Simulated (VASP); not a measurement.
# AlNi (Pm-3m) in VASP: notebook, part 2 of 2

VASP 6.6.1. Earlier steps stand in the parts before.

**4. Single point, LDA, collinear spin, ferromagnetic start**

INCAR reads:

```
PREC = Accurate
ENCUT = 520
EDIFF = 1E-6
ISMEAR = -1
SIGMA = 0.3
LREAL = F
LASPH = T
NELM = 150
ALGO = Normal
ISIF = 2
LWAVE = F
LCHARG = F
ISPIN = 2
MAGMOM = 0.07 0.47
LORBIT = 11
NUPDOWN = 0.6
LMAXMIX = 4
NBANDS = 18
```

KPOINTS reads:

```
Automatic mesh
0
Gamma
  5 5 5
  0.5 0.5 0.5
```

POSCAR reads:

```
AlNi
1.0
    2.8810000000      0.0000000000      0.0000000000
    0.0000000000      2.8810000000      0.0000000000
    0.0000000000      0.0000000000      2.8810000000
Al Ni
1 1
Direct
    0.0000000000      0.0000000000      0.0000000000
    0.5000000000      0.5000000000      0.5000000000
```

Potentials or basis: VASP PAW LDA potentials, release 64 (Al, Ni).

Started as:

```
> cat potpaw_LDA.64/Al/POTCAR potpaw_LDA.64/Ni/POTCAR > POTCAR
> mpirun -np 1 vasp_std > vasp.out
```

OUTCAR:

```text
PREC = Accurate
   ENCUT = 520
   EDIFF = 1E-6
   ISMEAR = -1
   LREAL = F
   LASPH = T
   NELM = 150
   ISIF = 2
   ISPIN = 2
   LORBIT = 11
   NUPDOWN = 0.6

 ion  position               nearest neighbor table
   1  0.000  0.000  0.000-   2 2.50   2 2.50   2 2.50   2 2.50   2 2.50   2 2.50   2 2.50   2 2.50

   2  0.500  0.500  0.500-   1 2.50   1 2.50   1 2.50   1 2.50   1 2.50   1 2.50   1 2.50   1 2.50

  LATTYP: Found a simple cubic cell.
 ALAT       =     2.8810000000

  Lattice vectors:

 A1 = (   2.8810000000,   0.0000000000,   0.0000000000)
 A2 = (   0.0000000000,   2.8810000000,   0.0000000000)
 A3 = (   0.0000000000,   0.0000000000,   2.8810000000)

Analysis of symmetry for initial positions (statically):
=====================================================================
 Subroutine PRICEL returns:
 Original cell was already a primitive cell.

 Routine SETGRP: Setting up the symmetry group for a
 simple cubic supercell.

 Subroutine GETGRP returns: Found 48 space group operations
[... 9 lines left out ...]

 Routine SETGRP: Setting up the symmetry group for a
 simple cubic supercell.

 Subroutine GETGRP returns: Found 48 space group operations
 (whereof 48 operations were pure point group operations)
 out of a pool of 48 trial point group operations.

The dynamic configuration has the point symmetry O_h .

Analysis of structural, dynamic, and magnetic symmetry:
=====================================================================
 Subroutine PRICEL returns:
 Original cell was already a primitive cell.

 Routine SETGRP: Setting up the symmetry group for a
 simple cubic supercell.

 Subroutine GETGRP returns: Found 48 space group operations
 (whereof 48 operations were pure point group operations)
 out of a pool of 48 trial point group operations.

The overall configuration has the point symmetry O_h .

 Subroutine INISYM returns: Found 48 space group operations
[... 5 lines left out ...]
                                     Primitive cell

  volume of cell :      23.9128

  direct lattice vectors                    reciprocal lattice vectors
     2.881000000  0.000000000  0.000000000     0.347101701  0.000000000  0.000000000
     0.000000000  2.881000000  0.000000000     0.000000000  0.347101701  0.000000000
     0.000000000  0.000000000  2.881000000     0.000000000  0.000000000  0.347101701

  length of vectors
     2.881000000  2.881000000  2.881000000     0.347101701  0.347101701  0.347101701

  position of ions in fractional coordinates (direct lattice)
     0.000000000  0.000000000  0.000000000
     0.500000000  0.500000000  0.500000000

  ion indices of the primitive-cell ions
   primitive index   ion index
                 1           1
                 2           2

----------------------------------------------------------------------------------------

 KPOINTS: Automatic mesh

Automatic generation of k-mesh.
 Grid dimensions read from file:
 generate k-points for:    5    5    5

 Generating k-lattice:

[... 34 lines left out ...]
   NGX,Y,Z   is equivalent  to a cutoff of  13.85, 13.85, 13.85 a.u.
   NGXF,Y,Z  is equivalent  to a cutoff of  27.70, 27.70, 27.70 a.u.
 SYSTEM =  unknown system
   PREC   = accura    normal or accurate (medium, high low for compatibility)
   ISTART =      0    job   : 0-new  1-cont  2-samecut
   ICHARG =      2    charge: 1-file 2-atom 10-const
   ISPIN  =      2    spin polarized calculation?
   LNONCOLLINEAR =      F non collinear calculations
   LSORBIT =      F    spin-orbit coupling
   LASPH  =      T    aspherical Exc in radial PAW
   ENCUT  =  520.0 eV  38.22 Ry    6.18 a.u.   5.36  5.36  5.36*2*pi/ulx,y,z
   NELM   =    150;   NELMIN=  2; NELMDL= -5     # of ELM steps
   EDIFF  = 0.1E-05   stopping-criterion for ELM
   LREAL  =      F    real-space projection
   EDIFFG = 0.1E-04   stopping-criterion for IOM
   NSW    =      0    number of steps for IOM
   IBRION =     -1    ionic relax: 0-MD 1-quasi-New 2-CG
   NFREE  =      0    steps in history (QN), initial steepest desc. (CG)
   ISIF   =      2    stress and relaxation
   ISYM   =      2    0-nonsym 1-usesym 2-fastsym
   POTIM  = 0.5000    time-step for ionic-motion
   TEBEG  =    0.0;   TEEND  =   0.0 temperature during run
   PSTRESS=    0.0 pullay stress
   NELECT =      13.0000    total number of electrons
   NUPDOWN=       0.6000    fix difference up-down
   EMIN   =  10.00;   EMAX   =-10.00  energy-range for DOS
   EFERMI =   0.00;   METHOD = LEGACY
   ISMEAR =    -1;   SIGMA  =   0.30  broadening in eV -4-tet -1-fermi 0-gaus
   EFERMI_NEDOS =   21; number of points for ismear=-14 and -15
   IALGO  =     38    algorithm
   IMIX   =      4    mixing-type and parameters
     AMIX     =   0.40;   BMIX     =  1.00
     AMIX_MAG =   1.60;   BMIX_MAG =  1.00
  volume/ion in A,a.u.               =      11.96        80.69
  Fermi-wavevector in a.u.,A,eV,Ry     =   1.336122  2.524904 24.289410  1.785221
  Thomas-Fermi vector in A             =   2.464773
   LORBIT       =     11    0 simple, 1 ext, 2 COOP (PROOUT), +10 PAW based schemes
   GGA     = CA    functional components
   LHFCALC =     F    Hartree Fock is set to
   AEXX    =    0.0000 exact exchange contribution
   IVDW    =     0    specifies the selected vdW correction
   LEPSILON=     F    determine dielectric tensor
   LRPA    =     F    only Hartree local field effects (RPA)
 spin polarized calculation
  energy-cutoff  :      520.00
  volume of cell :       23.91
 maximum number of plane-waves:       654
 NGX is ok and might be reduce to    24
   NGX = 11   NGY = 11   NGZ = 11

 number of electron      13.0000015 magnetization       0.5999998

 Free energy of the ion-electron system (eV)
  ---------------------------------------------------
  ext. energy  EPLUGINS =         0.00000000
  ---------------------------------------------------
  free energy    TOTEN  =       -12.09646128 eV

  energy without entropy =      -11.84981424  energy(sigma->0) =      -11.97313776

 E-fermi :   9.3478     XC(G=0): -12.3062

 val. band max:       10.0845045105   @ k =   0.3000   0.3000   0.1000
 cond. band min:      10.0135906819   @ k =   0.5000   0.5000   0.3000
 fundamental gap:     -0.0709138286
 Fermi energy:        10.4893229405

 spin component 1

 k-point     1 :       0.1000    0.1000    0.1000
  band No.  band energies     occupation
      1      -0.8611      1.00000
      2       6.2335      1.00000
      3       6.2335      1.00000
      4       7.6914      0.99991
      5       7.7401      0.99990
      6       7.7401      0.99990
[... 186 lines left out ...]
      4       8.3249      0.99926
      5       8.3249      0.99926
      6      11.6858      0.01819
[... 10 lines left out ...]
     17      40.7590      0.00000
     18      40.7590      0.00000
 Fermi energy:         9.3477871407

 spin component 2

 k-point     1 :       0.1000    0.1000    0.1000
  band No.  band energies     occupation
      1      -0.6961      1.00000
      2       6.6257      0.99989
      3       6.6257      0.99989
      4       8.0004      0.98892
      5       8.0535      0.98680
      6       8.0535      0.98680
[... 187 lines left out ...]
      5       8.8111      0.85679
      6      11.8564      0.00023
[... 10 lines left out ...]
     17      40.9171      0.00000
     18      40.9171      0.00000

------------------------ aborting loop because EDIFF is reached ----------------------------------------

  FORCE on cell =-STRESS in cart. coord.  units (eV):
  Direction    XX          YY          ZZ          XY          YZ          ZX
  --------------------------------------------------------------------------------------
  -------------------------------------------------------------------------------------
  Total       -0.8905972     -0.8905972     -0.8905972      0.0000000     -0.0000000      0.0000000
  in kB      -59.6708399    -59.6708399    -59.6708399      0.0000000     -0.0000000      0.0000000
  external PRESSURE =     -59.6708399 kB  Pullay stress =       0.0000000 kB

 VOLUME and BASIS-vectors are now :
 -----------------------------------------------------------------------------
  energy-cutoff  :      520.00
  volume of cell :       23.91
      direct lattice vectors                 reciprocal lattice vectors
     2.881000000  0.000000000  0.000000000     0.347101701  0.000000000  0.000000000
     0.000000000  2.881000000  0.000000000     0.000000000  0.347101701  0.000000000
     0.000000000  0.000000000  2.881000000     0.000000000  0.000000000  0.347101701

 POSITION                                       TOTAL-FORCE (eV/Angst)
 -----------------------------------------------------------------------------------
      0.00000      0.00000      0.00000         0.000000      0.000000      0.000000
      1.44050      1.44050      1.44050         0.000000      0.000000      0.000000
 -----------------------------------------------------------------------------------
    total drift:                                0.000000      0.000000     -0.000000

  FREE ENERGIE OF THE ION-ELECTRON SYSTEM (eV)
  ---------------------------------------------------
  free  energy   TOTEN  =       -12.0964612760 eV

  energy  without entropy=      -11.8498142380  energy(sigma->0) =      -11.97313776

 total charge

# of ion       s       p       d       tot
------------------------------------------
    1        0.388   0.424   0.000   0.812
    2        0.480   0.535   8.455   9.471
--------------------------------------------------
tot          0.868   0.959   8.455  10.283

 magnetization (x)

# of ion       s       p       d       tot
------------------------------------------
    1        0.005   0.034   0.000   0.040
    2        0.020   0.056   0.364   0.440
--------------------------------------------------
tot          0.025   0.091   0.364   0.480
```

Run time: 16 s. Hardware: 1 thread of AMD EPYC 7R13, shared host; peak memory 0.1 GiB.

Results:

```
Free energy                                           : -12.0965 eV
Pressure                                              : -6.0 GPa
Net moment                                            : 0.60 μB per cell
Site moments                                          : Al +0.04; Ni +0.44 μB
Valence electrons inside the program's atomic spheres : Al 0.81; Ni 9.47
```

Caveat: the k points lie up to 0.44 Å⁻¹ apart; the total moment is fixed, so each spin has its own Fermi level.

**5. Summary**

```tsv
spin	fixed moment (μB)	pressure (GPa)	moment (μB)
collinear, zero start	0.0	-7.4	0.00
collinear, ferromagnetic start	0.3	-7.0	0.30
collinear, ferromagnetic start	0.6	-6.0	0.60
```

Alike in all rows: task single point; level LDA; potentials or basis VASP PAW LDA potentials, release 64 (Al, Ni); cell as given; k mesh 5 × 5 × 5, shifted; cutoff (eV) 520; smearing fermi-dirac 0.3 eV.

Caveats: all runs use coarse meshes; the total moment is fixed, so each spin has its own Fermi level.

Absolute energies hang on the potentials; compare differences alone.
